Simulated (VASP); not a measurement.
# Bi (Im-3m) in VASP: notebook

The runs below take Bi through single point, with RPBE.

All numbers are computed with VASP 6.6.1; they aren't measurements. Logs are shortened: lines on timing, memory, paths and dates and some standing lists are left out, and cuts for length are marked.

## Step 1: The cell of the first run

Symmetry: Im-3m, No. 229, cubic system. The conventional cell has a = 3.913 Å, b = 3.913 Å, c = 3.913 Å, α = 90.00°, β = 90.00°, γ = 90.00°. Within 4.5 Å of Bi (site symmetry m-3m) lie 14 Bi at 3.39 to 3.91 Å.

## Step 2: Single point, RPBE (volume scaled by 0.92)

Input file INCAR:

```
PREC = Accurate ; ENCUT = 520
EDIFF = 1E-6 ; ISMEAR = -1
SIGMA = 0.1 ; LREAL = False
LASPH = True ; NELM = 80
ALGO = Normal ; ISIF = 2
LWAVE = False ; LCHARG = False
GGA = RP ; NBANDS = 14
```

Input file KPOINTS:

```
regular mesh
0
Gamma
  12 12 12
```

Input file POSCAR:

```
Bi
1.0
   -1.9566327529      1.9566327529      1.9566327529
    1.9566327529     -1.9566327529      1.9566327529
    1.9566327529      1.9566327529     -1.9566327529
Bi
1
Direct
    0.0000000000      0.0000000000      0.0000000000
```

Potentials or basis: VASP PAW PBE potentials, release 64 (Bi_d).

On the command line:

```console
$ cat potpaw_PBE.64/Bi_d/POTCAR > POTCAR
$ mpirun -np 1 vasp_std > vasp.out
```

OUTCAR:

```text
PREC = Accurate
   ENCUT = 520
   EDIFF = 1E-6
   ISMEAR = -1
   LREAL = False
   LASPH = True
   NELM = 80
   ISIF = 2
   GGA = RP

 ion  position               nearest neighbor table
   1  0.000  0.000  0.000-

  LATTYP: Found a body centered cubic cell.
 ALAT       =     3.9132655058

  Lattice vectors:

 A1 = (  -1.9566327529,   1.9566327529,   1.9566327529)
 A2 = (   1.9566327529,  -1.9566327529,   1.9566327529)
 A3 = (   1.9566327529,   1.9566327529,  -1.9566327529)

Analysis of symmetry for initial positions (statically):
=====================================================================
 Subroutine PRICEL returns:
 Original cell was already a primitive cell.

 Routine SETGRP: Setting up the symmetry group for a
 body centered cubic supercell.

 Subroutine GETGRP returns: Found 48 space group operations
 (whereof 48 operations were pure point group operations)
 out of a pool of 48 trial point group operations.

The static configuration has the point symmetry O_h .

Analysis of symmetry for dynamics (positions and initial velocities):
=====================================================================
 Subroutine PRICEL returns:
 Original cell was already a primitive cell.

 Routine SETGRP: Setting up the symmetry group for a
 body centered cubic supercell.

 Subroutine GETGRP returns: Found 48 space group operations
 (whereof 48 operations were pure point group operations)
 out of a pool of 48 trial point group operations.

The dynamic configuration has the point symmetry O_h .

 Subroutine INISYM returns: Found 48 space group operations
 (whereof 48 operations are pure point group operations),
 and found     1 'primitive' translations

----------------------------------------------------------------------------------------

                                     Primitive cell

  volume of cell :      29.9632

  direct lattice vectors                    reciprocal lattice vectors
    -1.956632753  1.956632753  1.956632753     0.000000000  0.255541056  0.255541056
     1.956632753 -1.956632753  1.956632753     0.255541056  0.000000000  0.255541056
     1.956632753  1.956632753 -1.956632753     0.255541056  0.255541056  0.000000000

  length of vectors
     3.388987340  3.388987340  3.388987340     0.361389627  0.361389627  0.361389627

  position of ions in fractional coordinates (direct lattice)
     0.000000000  0.000000000  0.000000000

  ion indices of the primitive-cell ions
   primitive index   ion index
                 1           1

----------------------------------------------------------------------------------------

 KPOINTS: regular mesh

Automatic generation of k-mesh.
 Grid dimensions read from file:
 generate k-points for:   12   12   12

 Generating k-lattice:

  Cartesian coordinates                     Fractional coordinates (reciprocal lattice)
     0.000000000  0.021295088  0.021295088     0.083333333  0.000000000  0.000000000
     0.021295088  0.000000000  0.021295088     0.000000000  0.083333333  0.000000000
     0.021295088  0.021295088  0.000000000     0.000000000  0.000000000  0.083333333

  Length of vectors
     0.030115802  0.030115802  0.030115802

  Shift w.r.t. Gamma in fractional coordinates (k-lattice)
     0.000000000  0.000000000  0.000000000

 Subroutine IBZKPT returns following result:
 ===========================================

 Found     72 irreducible k-points:

 Following reciprocal coordinates:
            Coordinates               Weight
  0.000000  0.000000  0.000000      1.000000
  0.083333  0.000000  0.000000     12.000000
  0.166667  0.000000  0.000000     12.000000
  0.250000  0.000000  0.000000     12.000000
  0.333333  0.000000  0.000000     12.000000
  0.416667  0.000000  0.000000     12.000000
[... 16 lines left out ...]
  0.333333  0.083333  0.083333     24.000000
  0.416667  0.083333  0.083333     12.000000
 [... further k-points ...]
   k-points           NKPTS =     72   k-points in BZ     NKDIM =     72   number of bands    NBANDS=     14
   number of dos      NEDOS =    301   number of ions     NIONS =      1
   total plane-waves  NPLWV =  21952
   dimension x,y,z NGX =    28 NGY =   28 NGZ =   28
   dimension x,y,z NGXF=    56 NGYF=   56 NGZF=   56
   ions per type =               1
   NGX,Y,Z   is equivalent  to a cutoff of  13.74, 13.74, 13.74 a.u.
   NGXF,Y,Z  is equivalent  to a cutoff of  27.47, 27.47, 27.47 a.u.
 SYSTEM =  unknown system
   PREC   = accura    normal or accurate (medium, high low for compatibility)
   ISTART =      0    job   : 0-new  1-cont  2-samecut
   ICHARG =      2    charge: 1-file 2-atom 10-const
   ISPIN  =      1    spin polarized calculation?
   LNONCOLLINEAR =      F non collinear calculations
   LSORBIT =      F    spin-orbit coupling
   LASPH  =      T    aspherical Exc in radial PAW
   ENCUT  =  520.0 eV  38.22 Ry    6.18 a.u.   6.30  6.30  6.30*2*pi/ulx,y,z
   NELM   =     80;   NELMIN=  2; NELMDL= -5     # of ELM steps
   EDIFF  = 0.1E-05   stopping-criterion for ELM
   LREAL  =      F    real-space projection
   EDIFFG = 0.1E-04   stopping-criterion for IOM
   NSW    =      0    number of steps for IOM
   IBRION =     -1    ionic relax: 0-MD 1-quasi-New 2-CG
   NFREE  =      0    steps in history (QN), initial steepest desc. (CG)
   ISIF   =      2    stress and relaxation
   ISYM   =      2    0-nonsym 1-usesym 2-fastsym
   POTIM  = 0.5000    time-step for ionic-motion
   TEBEG  =    0.0;   TEEND  =   0.0 temperature during run
   PSTRESS=    0.0 pullay stress
   NELECT =      15.0000    total number of electrons
   NUPDOWN=      -1.0000    fix difference up-down
   EMIN   =  10.00;   EMAX   =-10.00  energy-range for DOS
   EFERMI =   0.00;   METHOD = LEGACY
   ISMEAR =    -1;   SIGMA  =   0.10  broadening in eV -4-tet -1-fermi 0-gaus
   EFERMI_NEDOS =   21; number of points for ismear=-14 and -15
   IALGO  =     38    algorithm
   IMIX   =      4    mixing-type and parameters
     AMIX     =   0.40;   BMIX     =  1.00
     AMIX_MAG =   1.60;   BMIX_MAG =  1.00
  volume/ion in A,a.u.               =      29.96       202.20
  Fermi-wavevector in a.u.,A,eV,Ry     =   1.299898  2.456451 22.990237  1.689735
  Thomas-Fermi vector in A             =   2.431132
   LORBIT       =      0    0 simple, 1 ext, 2 COOP (PROOUT), +10 PAW based schemes
   GGA     = RP    functional components
   LHFCALC =     F    Hartree Fock is set to
   AEXX    =    0.0000 exact exchange contribution
   IVDW    =     0    specifies the selected vdW correction
   LEPSILON=     F    determine dielectric tensor
   LRPA    =     F    only Hartree local field effects (RPA)
 non-spin polarized calculation
  energy-cutoff  :      520.00
  volume of cell :       29.96
 maximum number of plane-waves:       821
 NGX is ok and might be reduce to    28
   NGX = 13   NGY = 13   NGZ = 13

 number of electron      15.0000000 magnetization

 Free energy of the ion-electron system (eV)
  ---------------------------------------------------
  ext. energy  EPLUGINS =         0.00000000
  ---------------------------------------------------
  free energy    TOTEN  =        -3.34830922 eV

  energy without entropy =       -3.33140347  energy(sigma->0) =       -3.33985634

 E-fermi :   8.5674     XC(G=0): -10.3991

 val. band max:        8.2273205937   @ k =   0.2500   0.1667   0.1667
 cond. band min:       8.5844387325   @ k =  -0.4167   0.5000   0.0833
 fundamental gap:      0.3571181389
 Fermi energy:         8.5673660172

 k-point     1 :       0.0000    0.0000    0.0000
  band No.  band energies     occupation
      1     -14.6334      2.00000
      2     -14.6334      2.00000
      3     -14.6334      2.00000
      4     -14.4892      2.00000
      5     -14.4892      2.00000
      6      -5.2725      2.00000
      7      13.9337      0.00000
      8      13.9337      0.00000
      9      13.9337      0.00000
     10      18.1149      0.00000
     11      18.9602      0.00000
     12      18.9602      0.00000
     13      18.9602      0.00000
     14      20.4122      0.00000

 k-point     2 :       0.0833    0.0000    0.0000
  band No.  band energies     occupation
      1     -14.6364      2.00000
      2     -14.6283      2.00000
      3     -14.6179      2.00000
      4     -14.4928      2.00000
      5     -14.4898      2.00000
      6      -5.1396      2.00000
      7      12.5932      0.00000
      8      13.5187      0.00000
      9      13.8039      0.00000
     10      17.8325      0.00000
     11      18.3864      0.00000
     12      18.7864      0.00000
     13      19.1452      0.00000
     14      20.9853      0.00000

 k-point     3 :       0.1667    0.0000    0.0000
  band No.  band energies     occupation
      1     -14.6447      2.00000
      2     -14.6160      2.00000
      3     -14.5753      2.00000
      4     -14.5012      2.00000
      5     -14.4914      2.00000
      6      -4.7450      2.00000
      7      10.2027      0.00000
      8      12.6074      0.00000
      9      13.4411      0.00000
     10      16.6021      0.00000
     11      17.6000      0.00000
     12      18.7415      0.00000
     13      20.2554      0.00000
     14      22.3747      0.00000
[... 324 lines left out ...]
 k-point    23 :       0.3333    0.0833    0.0833
  band No.  band energies     occupation
      1     -14.6619      2.00000
      2     -14.5977      2.00000
      3     -14.5004      2.00000
      4     -14.4970      2.00000
      5     -14.4294      2.00000
      6      -2.2582      2.00000
      7       4.1590      2.00000
      8       8.8606      0.10117
      9      10.5811      0.00000
     10      16.8904      0.00000
     11      18.2166      0.00000
     12      21.0781      0.00000
     13      22.1937      0.00000
     14      25.6791      0.00000

 k-point    24 :       0.4167    0.0833    0.0833
  band No.  band energies     occupation
      1     -14.6642      2.00000
      2     -14.5965      2.00000
      3     -14.4972      2.00000
      4     -14.4966      2.00000
      5     -14.4200      2.00000
      6      -1.8706      2.00000
      7       3.5374      2.00000
      8       8.6473      0.62043
      9      10.4628      0.00000
     10      16.7776      0.00000
     11      18.1523      0.00000
     12      21.5145      0.00000
     13      22.5180      0.00000
     14      25.4046      0.00000

 [... further k-points ...]
[... 5 lines left out ...]
  --------------------------------------------------------------------------------------
  -------------------------------------------------------------------------------------
  Total        0.8143268      0.8143268      0.8143268      0.0000000      0.0000000      0.0000000
  in kB       43.5433038     43.5433038     43.5433038      0.0000000      0.0000000      0.0000000
  external PRESSURE =      43.5433038 kB  Pullay stress =       0.0000000 kB

 VOLUME and BASIS-vectors are now :
 -----------------------------------------------------------------------------
  energy-cutoff  :      520.00
  volume of cell :       29.96
      direct lattice vectors                 reciprocal lattice vectors
    -1.956632753  1.956632753  1.956632753     0.000000000  0.255541056  0.255541056
     1.956632753 -1.956632753  1.956632753     0.255541056  0.000000000  0.255541056
     1.956632753  1.956632753 -1.956632753     0.255541056  0.255541056  0.000000000

 POSITION                                       TOTAL-FORCE (eV/Angst)
 -----------------------------------------------------------------------------------
      0.00000      0.00000      0.00000        -0.000000     -0.000000      0.000000
 -----------------------------------------------------------------------------------
    total drift:                               -0.000000     -0.000000     -0.000000

  FREE ENERGIE OF THE ION-ELECTRON SYSTEM (eV)
  ---------------------------------------------------
  free  energy   TOTEN  =        -3.3483092199 eV

  energy  without entropy=       -3.3314034701  energy(sigma->0) =       -3.33985634
```

It took 12 s on 1 thread of Intel Xeon 6975P-C (Granite Rapids), shared host; peak memory 0.16 GiB.

Results:

| Item | Value |
| --- | --- |
| Free energy | -3.3483 eV |
| Pressure | 4.4 GPa |

Levels at points of the mesh, in eV from the Fermi level:
```csv
k point,band 3,band 4,band 5,band 6,band 7,band 8,band 9,band 10,band 11,band 12
"(0.00, 0.00, 0.00)",-23.20,-23.06,-23.06,-13.84,5.37,5.37,5.37,9.55,10.39,10.39
"(0.50, 0.00, 0.00)",-23.06,-23.06,-22.96,-10.57,-5.36,1.60,3.52,6.02,7.58,12.54
"(0.50, 0.50, 0.50)",-22.99,-22.99,-22.99,-8.28,-1.94,-1.94,-1.94,3.41,3.41,15.36
```

Caveat: the cell differs from its parent crystal (volume scaled by 0.92); the PAW data sets were made with another functional, which shifts forces and pressure a little; spin-orbit coupling is left out, which moves the levels of the heavy elements.

## Step 3: Single point, RPBE (volume scaled by 0.96)

Input file INCAR:

```
SYSTEM = Bi
PREC     = Accurate       ! precision mode
ENCUT    = 520            ! plane-wave cutoff, eV
EDIFF    = 1E-7           ! SCF threshold, eV
ISMEAR   = -1             ! smearing method
SIGMA    = 0.1            ! smearing width, eV
LREAL    = .False.        ! projectors in reciprocal space
LASPH    = .True.         ! aspherical terms in the spheres
NELM     = 60             ! most SCF steps
ALGO     = Normal         ! electronic algorithm
ISIF     = 2              ! what is computed and relaxed
LWAVE    = .False.        ! write WAVECAR
LCHARG   = .False.        ! write CHGCAR
GGA      = RP             ! functional
NBANDS   = 14             ! bands
```

Input file KPOINTS:

```
Automatic mesh
0
Gamma
  12 12 12
  0 0 0
```

Input file POSCAR:

```
Bi
1.0
   -1.9845884263      1.9845884263      1.9845884263
    1.9845884263     -1.9845884263      1.9845884263
    1.9845884263      1.9845884263     -1.9845884263
Bi
1
Direct
    0.0000000000      0.0000000000      0.0000000000
```

Potentials or basis: VASP PAW PBE potentials, release 64 (Bi_d).

On the command line:

```console
$ cat potpaw_PBE.64/Bi_d/POTCAR > POTCAR
$ mpirun -np 1 vasp_std > vasp.out
```

Wall time 13 s (1 thread of Intel Xeon 6975P-C (Granite Rapids), shared host); peak memory 0.16 GiB.

Results (log left out):

- Free energy: -3.3732 eV
- Pressure: 1.7 GPa

Levels at points of the mesh, in eV from the Fermi level:
| k point | band 5 | band 6 | band 7 | band 8 | band 9 | band 10 |
| --- | --- | --- | --- | --- | --- | --- |
| (0.00, 0.00, 0.00) | -23.03 | -13.52 | 5.07 | 5.07 | 5.07 | 9.00 |
| (0.50, 0.00, 0.00) | -22.94 | -10.50 | -5.09 | 1.54 | 3.41 | 5.88 |
| (0.50, 0.50, 0.50) | -22.96 | -8.40 | -1.83 | -1.83 | -1.83 | 3.47 |

Caveat: the cell differs from its parent crystal (volume scaled by 0.96); the PAW data sets were made with another functional, which shifts forces and pressure a little; spin-orbit coupling is left out, which moves the levels of the heavy elements.

## Step 4: Single point, RPBE

This run uses another cell than the first one, of 32.57 Å³/atom, 1.087 times its volume.

Input file INCAR:

```
  ALGO = Normal
  EDIFF = 1E-6
  ENCUT = 520
  GGA = RP
  ISIF = 2
  ISMEAR = -1
  LASPH = True
  LCHARG = False
  LREAL = False
  LWAVE = False
  NBANDS = 14
  NELM = 80
  PREC = Accurate
  SIGMA = 0.1
```

Input file KPOINTS:

```
k-points
0
Gamma
  12 12 12
```

Input file POSCAR:

```
Bi
1.0
   -2.0117779478      2.0117779478      2.0117779478
    2.0117779478     -2.0117779478      2.0117779478
    2.0117779478      2.0117779478     -2.0117779478
Bi
1
Direct
    0.0000000000      0.0000000000      0.0000000000
```

On the command line:

```console
$ cat potpaw_PBE.64/Bi_d/POTCAR > POTCAR
$ mpirun -np 1 vasp_std > vasp.out
```

Run time: 13 s. Hardware: 1 thread of Intel Xeon 6975P-C (Granite Rapids), shared host; peak memory 0.16 GiB.

It converged, with:

```yaml
Free_energy: -3.3792 eV
Pressure: -0.3 GPa
```

Levels at points of the mesh, in eV from the Fermi level:
| k point | band 4 | band 5 | band 6 | band 7 | band 8 | band 9 | band 10 | band 11 |
| --- | --- | --- | --- | --- | --- | --- | --- | --- |
| (0.00, 0.00, 0.00) | -23.00 | -23.00 | -13.24 | 4.79 | 4.79 | 4.79 | 8.51 | 10.40 |
| (0.50, 0.00, 0.00) | -23.00 | -22.93 | -10.43 | -4.84 | 1.47 | 3.31 | 5.76 | 7.40 |
| (0.50, 0.50, 0.50) | -22.94 | -22.94 | -8.51 | -1.73 | -1.73 | -1.73 | 3.53 | 3.53 |

Caveat: the PAW data sets were made with another functional, which shifts forces and pressure a little; spin-orbit coupling is left out, which moves the levels of the heavy elements.

(Part 1 of 2 ends here.)
